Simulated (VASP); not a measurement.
A run of VASP 6.6.1 is set up as follows.

The input INCAR:

```
  PREC = Accurate
  ENCUT = 520
  EDIFF = 1E-6
  ISMEAR = 0
  SIGMA = 0.05
  LREAL = F
  LASPH = T
  NELM = 150
  ALGO = Normal
  ISIF = 2
  LWAVE = F
  LCHARG = F
  ISPIN = 2
  MAGMOM = 0 0 0 0 2
  LORBIT = 11
  LDIPOL = T
  IDIPOL = 3
  DIPOL = 0.5 0.5 0.329
  GGA = PE
  IVDW = 12
  NBANDS = 23
```

File KPOINTS:

```
regular mesh
0
Gamma
  7 7 1
```

File POSCAR:

```
Si4O
1.0
    3.8333442603      0.0000000000      0.0000000000
    0.0000000000      3.8333442603      0.0000000000
    0.0000000000      0.0000000000     21.2034818054
Si O
4 1
Direct
    0.0000000000      0.5000000000      0.1886482624
    0.0000000000      0.0000000000      0.2525666261
    0.5000000000      0.0000000000      0.3191936744
    0.5000000000      0.5000000000      0.3821769405
    0.8750000000      0.5000000000      0.5000821046
```

Potentials or basis: VASP PAW PBE potentials, release 64 (Si, O).

Launch:

```console
$ cat potpaw_PBE.64/Si/POTCAR potpaw_PBE.64/O/POTCAR > POTCAR
$ mpirun -np 1 vasp_std > vasp.out
```

Q: Predict the largest force.

A: 1.426 eV/Å.

Q: What does it give for the site moments?

A: Si -0.02, -0.01, +0.00, +0.01; O +1.32 μB.

Q: Predict the dispersion energy per atom.

A: -0.198 eV.

Q: Estimate the net moment.

A: 1.59 μB per cell.

Forces in eV/Å, atoms in the order of the input:
```
Si   0.008  0.000 -0.099
Si   0.033  0.000  0.232
Si   0.116  0.000  0.100
Si   0.210  0.000  1.146
O   -0.367  0.000 -1.378
```
